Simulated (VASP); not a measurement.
Runs of VASP 6.6.1 on Co. The structure is that of space group P6_3/mmc (No. 194), or close to it. The cells are those of the table. 

```csv
cell,gap on the mesh (eV),pressure (GPa),moment (μB)
"a = 2.565, b = 2.565, c = 4.163 Å, angles 90.0, 90.0, 120.0°, 2 atoms",none,(b),3.30
"a = 2.540, b = 2.540, c = 4.123 Å, angles 90.0, 90.0, 120.0°, 2 atoms",none,(c),3.27
"a = 2.516, b = 2.516, c = 4.083 Å, angles 90.0, 90.0, 120.0°, 2 atoms",none,-15.9,3.23
"a = 2.465, b = 2.465, c = 4.001 Å, angles 90.0, 90.0, 120.0°, 2 atoms",none,(a),3.16
"a = 2.491, b = 2.491, c = 4.043 Å, angles 90.0, 90.0, 120.0°, 2 atoms",none,-10.6,3.20
```

Alike in all rows: task single point; level PBEsol; potentials or basis VASP PAW PBE potentials, release 64 (Co); spin collinear, ferromagnetic start; k mesh 13 × 13 × 7; cutoff (eV) 520; smearing fermi-dirac 0.1 eV.

Q: Fill in the values left out.

A: (a) -4.2; (b) -24.0; (c) -20.4.

Caveats: the PAW data sets were made with another functional, which shifts forces and pressure a little.

A gap of «none» marks levels without a gap at the run's occupations.
